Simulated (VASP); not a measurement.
Crystal: WSe2.

```xyz
6
Lattice="3.2900 0.0000 0.0000 -1.6450 2.8492 0.0000 0.0000 0.0000 12.9700" Properties=species:S:1:pos:R:3 pbc="T T T"
W     0.0000    1.8995    3.2425
W     1.6450    0.9497    9.7275
Se    0.0000    1.8995    8.0544
Se    1.6450    0.9497    1.5694
Se    0.0000    1.8995   11.4006
Se    1.6450    0.9497    4.9156
```

```yaml
Program: VASP 6.6.1
Task: relaxation of cell and atoms
Functional: PBEsol
Dispersion: D3(BJ)
Potentials_or_basis: VASP PAW PBE potentials, release 64 (W_sv, Se)
Cutoff: 600 eV
k_mesh: 12 × 12 × 2
Occupations: gaussian, width 0.02 eV
Spin: no spin polarisation
```

At the start: pressure -4.4 GPa; volume 20.26 Å³/atom.

Q: Where does the relaxation end?

A: Over 22 steps the energy falls by 20.6 meV/atom and the volume is 18.76 Å³/atom (-7.4 %); space group P6_3/mmc (No. 194, to 0.05 Å).

The path:
```
step  energy change (eV)  largest force (eV/Å)  pressure (GPa)  volume (Å³)
   1              0.0000                0.0542           -4.39       121.58
   2              0.1049                1.4341            8.88       112.06
   3             -0.0522                0.4524           -0.05       117.99
   4             -0.0781                0.1959           -0.18       116.57
   5             -0.0796                0.1189           -0.19       116.13
   6             -0.0956                0.1159           -0.01       115.16
   7             -0.1212                0.0954            0.83       112.24
   8             -0.1038                0.3586           -2.85       113.95
   9             -0.1231                0.0152           -0.08       112.64
  10             -0.1234                0.0156           -0.06       112.64
  11             -0.1234                0.0057           -0.06       112.64
  12             -0.1234                0.0054           -0.07       112.64
  13             -0.1233                0.0048           -0.07       112.64
  14             -0.1234                0.0047           -0.06       112.64
  15             -0.1234                0.0216            0.10       112.50
  16             -0.1234                0.0130            0.03       112.57
  17             -0.1234                0.0110            0.03       112.59
  18             -0.1234                0.0081           -0.03       112.61
  19             -0.1234                0.0101           -0.02       112.60
  20             -0.1234                0.0106           -0.02       112.59
  21             -0.1234                0.0111           -0.01       112.59
  22             -0.1234                0.0048           -0.01       112.55
```

Final structure:
```yaml
crystal:
  lattice:
    - [3.23315, 0.00000, 0.00000]
    - [-1.61658, 2.79999, 0.00000]
    - [0.00000, 0.00000, 12.43297]
  atoms:
    - { symbol: W, position: [0.33333, 0.66667, 0.25000] }
    - { symbol: W, position: [0.66667, 0.33333, 0.75000] }
    - { symbol: Se, position: [0.33333, 0.66667, 0.61459] }
    - { symbol: Se, position: [0.66667, 0.33333, 0.11459] }
    - { symbol: Se, position: [0.33333, 0.66667, 0.88541] }
    - { symbol: Se, position: [0.66667, 0.33333, 0.38541] }
```

Caveat: the PAW data sets were made with another functional, which shifts forces and pressure a little.
